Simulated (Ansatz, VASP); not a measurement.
Two plane-wave programs on TlBr

```
Tl Br
1.0
     3.94619    0.00000    0.00000
     0.00000    3.94619    0.00000
     0.00000    0.00000    3.94619
Tl Br
1 1
Cartesian
  0.0000 0.0000 0.0000
  1.9731 1.9731 1.9731
```

Alike in both runs: task single point; functional HSE06; k mesh 4 × 4 × 4; occupations gaussian, width 0.2 eV; no spin polarisation.

|  | VASP | Ansatz |
| --- | --- | --- |
| version | VASP 6.6.1 | Ansatz 0.2.0 |
| potentials or method | VASP PAW PBE potentials, release 64 (Tl_d, Br) | plane waves |
| plane-wave cutoff (eV) | 400 | 420 |
| valence electrons in the cell | 20 | 20 |

Ansatz gave:

```
gap on the k mesh at the Fermi level (eV) : 2.46
pressure (GPa)                            : 1.7
```

Question: What did VASP give for the same quantities?

Answer: gap on the k mesh at the Fermi level (eV): 2.47; pressure (GPa): 1.6.

The functional is the same, so the differences come from potentials, cutoffs and numerics. Ansatz's warnings: stress exchange threshold loose, stress scf threshold loose.

Neither program's run includes spin-orbit coupling.
